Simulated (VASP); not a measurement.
Runs of VASP 6.6.1 on RbBr. The structure is that of space group Fm-3m (No. 225), or close to it. The cells are those of the table. 

```csv
task,cell,gap on the mesh (eV),pressure (GPa)
relaxation of the atoms,"atoms relaxed from a = 3.745 Å, angles 60.0°, 2 atoms",2.73,83.9
electric field gradients,"a = 3.601 Å, angles 60.0°, 2 atoms",1.31,126.5
electric field gradients,"a = 4.004 Å, angles 60.0°, 2 atoms",4.47,38.9
single point,"a = 4.004 Å, angles 60.0°, 2 atoms",4.47,38.8
electric field gradients,"a = 3.745 Å, angles 60.0°, 2 atoms",2.73,83.9
relaxation of the atoms,"atoms relaxed from a = 3.601 Å, angles 60.0°, 2 atoms",1.31,126.5
single point,"a = 4.887 Å, angles 60.0°, 2 atoms",(a),0.1
single point,"a = 3.745 Å, angles 60.0°, 2 atoms",2.73,83.9
```

Alike in all rows: level r2SCAN; potentials or basis VASP PAW PBE potentials, release 64 (Rb_sv, Br); no spin polarisation; k mesh 7 × 7 × 7; cutoff (eV) 520; smearing fermi-dirac 0.03 eV.

Fill in the values left out.

(a) 4.90.

Caveats: the PAW data sets were made with another functional, which shifts forces and pressure a little; an odd mesh through Γ misses points on the zone boundary, where band edges can lie; the cell stands under pressure (at least some runs); the relaxation stopped at its first step, so nothing moved (at least some runs).

A k mesh can miss the band edges, and the runs leave out spin-orbit coupling on Br, Rb.
